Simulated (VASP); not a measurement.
Set up this calculation in VASP 6.6.1, as the native input.

```yaml
Task: single point
Functional: BLYP
Potentials_or_basis: VASP PAW PBE potentials, release 64 (Ni, O)
Cutoff: 520 eV
k_mesh: 11 × 11 × 11
Occupations: tetrahedron
Spin: collinear spin, ferromagnetic start
Starting_moments: "[1.75, 0.38] μB"
Dipole_correction: no
Further_INCAR_settings: ALGO = Normal; EDIFF = 1e-06; NBANDS = 19
```

The structure of NiO lies in POSCAR:

```
NiO
1.0
    0.0000000000      2.1440555958      2.1440555958
    2.1440555958      0.0000000000      2.1440555958
    2.1440555958      2.1440555958      0.0000000000
Ni O
1 1
Direct
    0.0000000000      0.0000000000      0.0000000000
    0.5000000000      0.5000000000      0.5000000000
```

One way to write it, as run:

INCAR

```
PREC = Accurate
ENCUT = 520
EDIFF = 1E-6
ISMEAR = -5
SIGMA = 0.05
LREAL = False
LASPH = True
NELM = 150
ALGO = Normal
ISIF = 2
LWAVE = False
LCHARG = False
ISPIN = 2
MAGMOM = 1.75 0.38
LORBIT = 11
LMAXMIX = 4
GGA = B5
ALDAX = 1.0
AGGAX = 1.0
AGGAC = 1.0
ALDAC = 0.0
NBANDS = 19
```

KPOINTS

```
Automatic mesh
0
Gamma
  11 11 11
```

Potentials or basis: VASP PAW PBE potentials, release 64 (Ni, O).

Launch:

```console
$ cat potpaw_PBE.64/Ni/POTCAR potpaw_PBE.64/O/POTCAR > POTCAR
$ mpirun -np 1 vasp_std > vasp.out
```

Results of the run:

```yaml
Pressure: -0.5 GPa
Net_moment: 1.92 μB per cell
Site_moments: Ni +1.55; O +0.32 μB
Valence_electrons_inside_the_program's_atomic_spheres: Ni 8.87; O 4.96
```

Caveat: the PAW data sets were made with another functional, which shifts forces and pressure a little; a cell with one magnetic atom can't hold antiferromagnetic order, which such compounds often take; tetrahedron occupations give inexact forces and stress in metals.

Run time: 26 s on 1 thread of Intel(R) Xeon(R) 6975P-C (Granite Rapids), on a shared host, peak memory 0.17 GiB.
